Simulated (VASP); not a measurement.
A run of VASP 6.6.1 is set up as follows.

Contents of INCAR:

```
ALGO = Normal
EDIFF = 1E-7
EDIFFG = -0.01
ENCUT = 600
GGA = PE
IBRION = 2
ISIF = 3
ISMEAR = 1
IVDW = 13
LASPH = True
LCHARG = False
LREAL = False
LWAVE = False
NELM = 100
NSW = 80
PREC = Accurate
SIGMA = 0.05
```

File KPOINTS:

```
k-points
0
Gamma
  7 7 7
```

POSCAR

```
CaO
1.0
    0.0000000000      2.4065000000      2.4065000000
    2.4065000000      0.0000000000      2.4065000000
    2.4065000000      2.4065000000      0.0000000000
Ca O
1 1
Direct
    0.0000000000      0.0000000000      0.0000000000
    0.5000000000      0.5000000000      0.5000000000
```

Potentials or basis: VASP PAW PBE potentials, release 64 (Ca_sv, O).

Launch:

```console
$ cat potpaw_PBE.64/Ca_sv/POTCAR potpaw_PBE.64/O/POTCAR > POTCAR
$ mpirun -np 1 vasp_std > vasp.out
```

What does it give for the relaxed volume?

13.88 Å³/atom.

Estimate the dispersion energy per atom.

-0.163 eV.

Estimate the band gap on the k mesh.

3.73 eV, indirect (least direct gap 4.11 eV).

The path:
| step | energy change (eV) | largest force (eV/Å) | pressure (GPa) | volume (Å³) |
| --- | --- | --- | --- | --- |
| 1 | 0.0000 | 0.0000 | -0.40 | 27.87 |
| 2 | -0.0001 | 0.0000 | 0.14 | 27.73 |
| 3 | -0.0001 | 0.0000 | 0.02 | 27.77 |

A k mesh can miss the band edges. PBE gaps usually lie below the measured ones, often by a third to a half.
